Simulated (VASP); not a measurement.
# NaSrI3 (Pm-3m) in VASP: single point with r2SCAN+rVV10

Aim: the single point of NaSrI3 with r2SCAN+rVV10.

Program: VASP 6.6.1. These are calculated values, not measurements. Logs are shortened: lines on timing, memory, paths and dates and some standing lists are left out, and cuts for length are marked.

### 1 The cell of the first run

It takes space group Pm-3m (No. 221, cubic). The conventional cell has a = 6.344 Å, b = 6.344 Å, c = 6.344 Å, α = 90.00°, β = 90.00°, γ = 90.00°. Within 5.9 Å of Na (site symmetry m-3m) lie 12 I at 4.49 Å and 8 Sr at 5.49 Å. Within 4.2 Å of Sr (site symmetry m-3m) lie 6 I at 3.17 Å. Within 4.2 Å of I (site symmetry 4/mmm) lie 2 Sr at 3.17 Å.

### 2 Single point, r2SCAN+rVV10

POSCAR

```
NaSrI3
1.0
    6.3439129170      0.0000000000      0.0000000000
    0.0000000000      6.3439129170      0.0000000000
    0.0000000000      0.0000000000      6.3439129170
Na Sr I
1 1 3
Direct
    0.0000000000      0.0000000000      0.0000000000
    0.5000000000      0.5000000000      0.5000000000
    0.5000000000      0.5000000000      0.0000000000
    0.5000000000      0.0000000000      0.5000000000
    0.0000000000      0.5000000000      0.5000000000
```

INCAR.step1

```
SYSTEM = NaSrI3
PREC = Accurate
ENCUT = 520
ISMEAR = -1
SIGMA = 0.03
LREAL = .FALSE.
LASPH = .TRUE.
NELM = 100
NBANDS = 27
GGA = PE
ALGO = Normal
EDIFF = 1E-4
LWAVE = .TRUE.
LCHARG = .FALSE.
```

INCAR.step2

```
SYSTEM = NaSrI3
PREC = Accurate
ENCUT = 520
EDIFF = 1E-6
ISMEAR = -1
SIGMA = 0.03
LREAL = .FALSE.
LASPH = .TRUE.
NELM = 100
ALGO = Normal
ISIF = 2
LWAVE = .FALSE.
LCHARG = .TRUE.
METAGGA = R2SCAN
LMIXTAU = .TRUE.
LUSE_VDW = .TRUE.
IVDW_NL = 2
BPARAM = 11.95
CPARAM = 0.0093
LELF = .TRUE.
LVHAR = .TRUE.
NBANDS = 27
ISTART = 1
```

KPOINTS

```
regular mesh
0
G
  4 4 4
  0 0 0
```

Potentials or basis: VASP PAW PBE potentials, release 64 (Na_pv, Sr_sv, I).

The run is started by

```sh
$ cat potpaw_PBE.64/Na_pv/POTCAR potpaw_PBE.64/Sr_sv/POTCAR potpaw_PBE.64/I/POTCAR > POTCAR
$ cp INCAR.step1 INCAR
$ mpirun -np 1 vasp_std > vasp.out
$ cp INCAR.step2 INCAR
$ mpirun -np 1 vasp_std > vasp.out
```

OUTCAR:

```text
SYSTEM = NaSrI3
   PREC = Accurate
   ENCUT = 520
   EDIFF = 1E-6
   ISMEAR = -1
   LREAL = .FALSE.
   LASPH = .TRUE.
   NELM = 100
   ISIF = 2
   METAGGA = R2SCAN
   IVDW_NL = 2
   BPARAM = 11.95
   ISTART = 1

 ion  position               nearest neighbor table
   1  0.000  0.000  0.000-
   2  0.500  0.500  0.500-   3 3.17   4 3.17   5 3.17   3 3.17   4 3.17   5 3.17
   3  0.500  0.500  0.000-   2 3.17   2 3.17
   4  0.500  0.000  0.500-   2 3.17   2 3.17
   5  0.000  0.500  0.500-   2 3.17   2 3.17

  LATTYP: Found a simple cubic cell.
 ALAT       =     6.3439129170

  Lattice vectors:

 A1 = (   6.3439129170,   0.0000000000,   0.0000000000)
 A2 = (   0.0000000000,   6.3439129170,   0.0000000000)
 A3 = (   0.0000000000,   0.0000000000,   6.3439129170)

Analysis of symmetry for initial positions (statically):
=====================================================================
 Subroutine PRICEL returns:
 Original cell was already a primitive cell.

 Routine SETGRP: Setting up the symmetry group for a
 simple cubic supercell.

 Subroutine GETGRP returns: Found 48 space group operations
[... 9 lines left out ...]

 Routine SETGRP: Setting up the symmetry group for a
 simple cubic supercell.

 Subroutine GETGRP returns: Found 48 space group operations
[... 11 lines left out ...]
                                     Primitive cell

  volume of cell :     255.3122

  direct lattice vectors                    reciprocal lattice vectors
     6.343912917  0.000000000  0.000000000     0.157631420  0.000000000  0.000000000
     0.000000000  6.343912917  0.000000000     0.000000000  0.157631420  0.000000000
     0.000000000  0.000000000  6.343912917     0.000000000  0.000000000  0.157631420

  length of vectors
     6.343912917  6.343912917  6.343912917     0.157631420  0.157631420  0.157631420

  position of ions in fractional coordinates (direct lattice)
     0.000000000  0.000000000  0.000000000
     0.500000000  0.500000000  0.500000000
     0.500000000  0.500000000  0.000000000
     0.500000000  0.000000000  0.500000000
     0.000000000  0.500000000  0.500000000

  ion indices of the primitive-cell ions
   primitive index   ion index
                 1           1
                 2           2
                 3           3
                 4           4
                 5           5

----------------------------------------------------------------------------------------

 KPOINTS: regular mesh

Automatic generation of k-mesh.
 Grid dimensions read from file:
 generate k-points for:    4    4    4

 Generating k-lattice:

  Cartesian coordinates                     Fractional coordinates (reciprocal lattice)
     0.039407855  0.000000000  0.000000000     0.250000000  0.000000000  0.000000000
     0.000000000  0.039407855  0.000000000     0.000000000  0.250000000  0.000000000
     0.000000000  0.000000000  0.039407855     0.000000000  0.000000000  0.250000000

  Length of vectors
     0.039407855  0.039407855  0.039407855

  Shift w.r.t. Gamma in fractional coordinates (k-lattice)
     0.000000000  0.000000000  0.000000000

 Subroutine IBZKPT returns following result:
 ===========================================

 Found     10 irreducible k-points:

 Following reciprocal coordinates:
            Coordinates               Weight
  0.000000  0.000000  0.000000      1.000000
  0.250000  0.000000  0.000000      6.000000
  0.500000  0.000000  0.000000      3.000000
  0.250000  0.250000  0.000000     12.000000
  0.500000  0.250000  0.000000     12.000000
  0.500000  0.500000  0.000000      3.000000
  0.250000  0.250000  0.250000      8.000000
  0.500000  0.250000  0.250000     12.000000
  0.500000  0.500000  0.250000      6.000000
  0.500000  0.500000  0.500000      1.000000
   k-points           NKPTS =     10   k-points in BZ     NKDIM =     10   number of bands    NBANDS=     27
   number of dos      NEDOS =    301   number of ions     NIONS =      5
   total plane-waves  NPLWV = 110592
   dimension x,y,z NGX =    48 NGY =   48 NGZ =   48
   dimension x,y,z NGXF=    96 NGYF=   96 NGZF=   96
   ions per type =               1   1   3
   NGX,Y,Z   is equivalent  to a cutoff of  12.58, 12.58, 12.58 a.u.
   NGXF,Y,Z  is equivalent  to a cutoff of  25.16, 25.16, 25.16 a.u.
 SYSTEM =  NaSrI3
   PREC   = accura    normal or accurate (medium, high low for compatibility)
   ISTART =      1    job   : 0-new  1-cont  2-samecut
   ICHARG =      0    charge: 1-file 2-atom 10-const
   ISPIN  =      1    spin polarized calculation?
   LNONCOLLINEAR =      F non collinear calculations
   LSORBIT =      F    spin-orbit coupling
   LASPH  =      T    aspherical Exc in radial PAW
   ENCUT  =  520.0 eV  38.22 Ry    6.18 a.u.  11.80 11.80 11.80*2*pi/ulx,y,z
   NELM   =    100;   NELMIN=  2; NELMDL=  0     # of ELM steps
   EDIFF  = 0.1E-05   stopping-criterion for ELM
   LREAL  =      F    real-space projection
   EDIFFG = 0.1E-04   stopping-criterion for IOM
   NSW    =      0    number of steps for IOM
   IBRION =     -1    ionic relax: 0-MD 1-quasi-New 2-CG
   NFREE  =      0    steps in history (QN), initial steepest desc. (CG)
   ISIF   =      2    stress and relaxation
   ISYM   =      2    0-nonsym 1-usesym 2-fastsym
   POTIM  = 0.5000    time-step for ionic-motion
   TEBEG  =    0.0;   TEEND  =   0.0 temperature during run
   PSTRESS=    0.0 pullay stress
   NELECT =      38.0000    total number of electrons
   NUPDOWN=      -1.0000    fix difference up-down
   EMIN   =  10.00;   EMAX   =-10.00  energy-range for DOS
   EFERMI =   0.00;   METHOD = LEGACY
   ISMEAR =    -1;   SIGMA  =   0.03  broadening in eV -4-tet -1-fermi 0-gaus
   EFERMI_NEDOS =   21; number of points for ismear=-14 and -15
   IALGO  =     38    algorithm
   IMIX   =      4    mixing-type and parameters
     AMIX     =   0.40;   BMIX     =  1.00
     AMIX_MAG =   1.60;   BMIX_MAG =  1.00
  volume/ion in A,a.u.               =      51.06       344.59
  Fermi-wavevector in a.u.,A,eV,Ry     =   0.867585  1.639498 10.241161  0.752704
  Thomas-Fermi vector in A             =   1.986141
   LORBIT       =      0    0 simple, 1 ext, 2 COOP (PROOUT), +10 PAW based schemes
   METAGGA = R2SCAN    functional components
   LHFCALC =     F    Hartree Fock is set to
   AEXX    =    0.0000 exact exchange contribution
   IVDW_NL    =     2    kernel type
   BPARAM     =11.9500
   IVDW    =     0    specifies the selected vdW correction
   LEPSILON=     F    determine dielectric tensor
   LRPA    =     F    only Hartree local field effects (RPA)
 non-spin polarized calculation
  energy-cutoff  :      520.00
  volume of cell :      255.31
 maximum number of plane-waves:      6931
 NGX is ok and might be reduce to    48
   NGX = 23   NGY = 23   NGZ = 23

 number of electron      37.9999998 magnetization

 Free energy of the ion-electron system (eV)
  ---------------------------------------------------
  ext. energy  EPLUGINS =         0.00000000
  ---------------------------------------------------
  free energy    TOTEN  =       -98.54631215 eV

  energy without entropy =      -98.54631215  energy(sigma->0) =      -98.54631215

 E-fermi :   0.3384     XC(G=0):  -6.9905

 val. band max:       -0.4094402062   @ k =   0.5000   0.5000   0.5000
 cond. band min:       2.5369963729   @ k =   0.0000   0.0000   0.0000
 fundamental gap:      2.9464365791
 Fermi energy:         0.3383804299

 k-point     1 :       0.0000    0.0000    0.0000
  band No.  band energies     occupation
      1     -35.4252      2.00000
      2     -25.9247      2.00000
      3     -25.9247      2.00000
      4     -25.9247      2.00000
      5     -16.8808      2.00000
      6     -16.8808      2.00000
[... 19 lines left out ...]
     26       5.7541      0.00000
     27       5.9713      0.00000

 k-point     2 :       0.2500    0.0000    0.0000
  band No.  band energies     occupation
      1     -35.4252      2.00000
      2     -25.9247      2.00000
      3     -25.9247      2.00000
      4     -25.9247      2.00000
      5     -16.8979      2.00000
      6     -16.8805      2.00000
[... 19 lines left out ...]
     26       5.9774      0.00000
     27       6.2926      0.00000

 k-point     3 :       0.5000    0.0000    0.0000
  band No.  band energies     occupation
      1     -35.4252      2.00000
      2     -25.9247      2.00000
      3     -25.9247      2.00000
      4     -25.9247      2.00000
      5     -16.9148      2.00000
      6     -16.8803      2.00000
[... 19 lines left out ...]
     26       5.9837      0.00000
     27       6.5416      0.00000

 k-point     4 :       0.2500    0.2500    0.0000
  band No.  band energies     occupation
      1     -35.4252      2.00000
      2     -25.9247      2.00000
      3     -25.9247      2.00000
      4     -25.9247      2.00000
      5     -16.8977      2.00000
      6     -16.8976      2.00000
[... 19 lines left out ...]
     26       5.8183      0.00000
     27       6.1216      0.00000

 k-point     5 :       0.5000    0.2500    0.0000
  band No.  band energies     occupation
      1     -35.4252      2.00000
      2     -25.9247      2.00000
      3     -25.9247      2.00000
      4     -25.9247      2.00000
      5     -16.9145      2.00000
      6     -16.8974      2.00000
[... 19 lines left out ...]
     26       5.9238      0.00000
     27       6.2286      0.00000

 k-point     6 :       0.5000    0.5000    0.0000
  band No.  band energies     occupation
      1     -35.4252      2.00000
      2     -25.9247      2.00000
      3     -25.9247      2.00000
      4     -25.9247      2.00000
      5     -16.9142      2.00000
      6     -16.9142      2.00000
[... 19 lines left out ...]
     26       5.8257      0.00000
     27       6.4339      0.00000

 k-point     7 :       0.2500    0.2500    0.2500
  band No.  band energies     occupation
      1     -35.4252      2.00000
      2     -25.9247      2.00000
      3     -25.9247      2.00000
      4     -25.9247      2.00000
      5     -16.8975      2.00000
      6     -16.8973      2.00000
[... 19 lines left out ...]
     26       6.0638      0.00000
     27       6.8830      0.00000

 k-point     8 :       0.5000    0.2500    0.2500
  band No.  band energies     occupation
      1     -35.4252      2.00000
      2     -25.9247      2.00000
      3     -25.9247      2.00000
      4     -25.9247      2.00000
      5     -16.9142      2.00000
      6     -16.8972      2.00000
[... 19 lines left out ...]
     26       6.4305      0.00000
     27       6.5535      0.00000

 k-point     9 :       0.5000    0.5000    0.2500
  band No.  band energies     occupation
      1     -35.4252      2.00000
      2     -25.9247      2.00000
      3     -25.9247      2.00000
      4     -25.9247      2.00000
      5     -16.9140      2.00000
      6     -16.9140      2.00000
[... 19 lines left out ...]
     26       6.3222      0.00000
     27       6.5643      0.00000

 k-point    10 :       0.5000    0.5000    0.5000
  band No.  band energies     occupation
      1     -35.4252      2.00000
      2     -25.9247      2.00000
      3     -25.9247      2.00000
      4     -25.9247      2.00000
      5     -16.9137      2.00000
      6     -16.9137      2.00000
[... 19 lines left out ...]
     26       6.3406      0.00000
     27       6.9124      0.00000

------------------------ aborting loop because EDIFF is reached ----------------------------------------

  FORCE on cell =-STRESS in cart. coord.  units (eV):
  Direction    XX          YY          ZZ          XY          YZ          ZX
  --------------------------------------------------------------------------------------
  -------------------------------------------------------------------------------------
  Total        0.1309465      0.1309465      0.1309465     -0.0000000      0.0000000     -0.0000000
  in kB        0.8217372      0.8217372      0.8217372     -0.0000000      0.0000000     -0.0000000
  external PRESSURE =       0.8217372 kB  Pullay stress =       0.0000000 kB

 VOLUME and BASIS-vectors are now :
 -----------------------------------------------------------------------------
  energy-cutoff  :      520.00
  volume of cell :      255.31
      direct lattice vectors                 reciprocal lattice vectors
     6.343912917  0.000000000  0.000000000     0.157631420  0.000000000  0.000000000
     0.000000000  6.343912917  0.000000000     0.000000000  0.157631420  0.000000000
     0.000000000  0.000000000  6.343912917     0.000000000  0.000000000  0.157631420

 POSITION                                       TOTAL-FORCE (eV/Angst)
 -----------------------------------------------------------------------------------
      0.00000      0.00000      0.00000         0.000000      0.000000      0.000000
      3.17196      3.17196      3.17196         0.000000      0.000000      0.000000
      3.17196      3.17196      0.00000         0.000000      0.000000      0.000000
      3.17196      0.00000      3.17196         0.000000      0.000000      0.000000
      0.00000      3.17196      3.17196         0.000000      0.000000      0.000000
 -----------------------------------------------------------------------------------
    total drift:                               -0.000000     -0.000000     -0.000000

  FREE ENERGIE OF THE ION-ELECTRON SYSTEM (eV)
  ---------------------------------------------------
  free  energy   TOTEN  =       -98.5463121543 eV

  energy  without entropy=      -98.5463121543  energy(sigma->0) =      -98.54631215
```

It took 9.6 min on 1 thread of AMD EPYC 7R43 (Zen 3), shared host; peak memory 0.73 GiB.

Results:

* Free energy: -98.5463 eV
* Pressure: 0.1 GPa
* Band gap on the k mesh: 2.95 eV, indirect (least direct gap 3.24 eV)

Levels at points of the mesh, in eV from the valence-band top:
| k point | band 15 | band 16 | band 17 | band 18 | band 19 | band 20 | band 21 | band 22 | band 23 | band 24 |
| --- | --- | --- | --- | --- | --- | --- | --- | --- | --- | --- |
| (0.00, 0.00, 0.00) | -0.55 | -0.55 | -0.29 | -0.29 | -0.29 | 2.95 | 4.63 | 4.63 | 4.63 | 5.72 |
| (0.50, 0.00, 0.00) | -0.90 | -0.90 | -0.67 | -0.37 | -0.37 | 4.15 | 4.74 | 4.88 | 5.80 | 5.80 |
| (0.50, 0.50, 0.00) | -0.88 | -0.88 | -0.88 | -0.88 | -0.01 | 4.22 | 5.79 | 5.94 | 5.94 | 6.02 |
| (0.50, 0.50, 0.50) | -1.38 | -1.38 | 0.00 | 0.00 | 0.00 | 3.39 | 6.37 | 6.37 | 6.37 | 6.75 |

Caveat: the PAW data sets were made with another functional, which shifts forces and pressure a little; spin-orbit coupling is left out, which moves the levels of the heavy elements.
